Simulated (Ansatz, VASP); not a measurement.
Two plane-wave programs on MgS5

```
Mg S
1.0
     3.20790    0.00000    0.00000
    -1.60395    2.77812    0.00000
     0.00000    0.00000   14.54880
Mg S
1 5
Direct
  0.00000 0.00000 0.00000
  0.66667 0.33333 0.87580
  0.00000 0.00000 0.61074
  0.66667 0.33333 0.50000
  0.00000 0.00000 0.38926
  0.66667 0.33333 0.12420
```

Change from the starting cell: species swapped into the Mg5Cd type (P-6m2, No. 187).

Alike in both runs: functional PBE; k mesh 6 × 6 × 1; occupations gaussian, width 0.1 eV; no spin polarisation.

Ansatz relaxed the structure, and its values are those at the end. VASP's run is a single point on that final structure, the one shown.

|  | VASP | Ansatz |
| --- | --- | --- |
| version | VASP 6.6.1 | Ansatz 0.2.0 |
| potentials or method | VASP PAW PBE potentials, release 64 (Mg, S), cutoff 520 eV | scalar-relativistic, plane waves, PAW |
| valence electrons in the cell | 32 | 40 |

```tsv
	VASP	Ansatz	Ansatz less VASP
gap on the k mesh at the Fermi level (eV)	none	none	-
pressure (GPa)	-0.1	0.1	+0.19
rms of the force components (eV/Å)	0.013	0.012	-0.0001
```

A gap of «none» marks a metal or a gap that the smearing closes. With one functional, cell and mesh, what is left measures potentials, basis and numerics. VASP's potentials hold 32 valence electrons a cell and Ansatz's 40, so a difference there can come from the potentials and not from the codes.

The k mesh is coarse, so the values compare programs but aren't converged.
